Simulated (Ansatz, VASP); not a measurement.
## One calculation of CaO, two programs

```
Ca O
1.0
     3.89957    0.00000    0.00000
    -1.94979    3.37713    0.00000
     0.00000    0.00000    4.67306
Ca O
2 2
Direct
  0.33333 0.66667 0.93750
  0.66667 0.33333 0.43750
  0.33333 0.66667 0.43750
  0.66667 0.33333 0.93750
```

Alike in both runs: task single point; functional r2SCAN; k mesh 6 × 6 × 4; no spin polarisation.

|  | VASP | Ansatz |
| --- | --- | --- |
| version | VASP 6.6.1 | Ansatz 0.2.0 |
| potentials or method | VASP PAW PBE potentials, release 64 (Ca_sv, O) | plane waves, PAW |
| plane-wave cutoff (eV) | 520 | 500 |
| occupations | gaussian, width 0.01 eV | fixed |
| valence electrons in the cell | 32 | 32 |

```tsv
	VASP	Ansatz	Ansatz less VASP
gap on the k mesh at the Fermi level (eV)	3.83	3.85	+0.025
pressure (GPa)	7.9	6.6	-1.24
traceless stress, the component that is largest in VASP (GPa)	0.53	0.56	+0.032
```

VASP's potentials were made for PBE, not for r2SCAN.
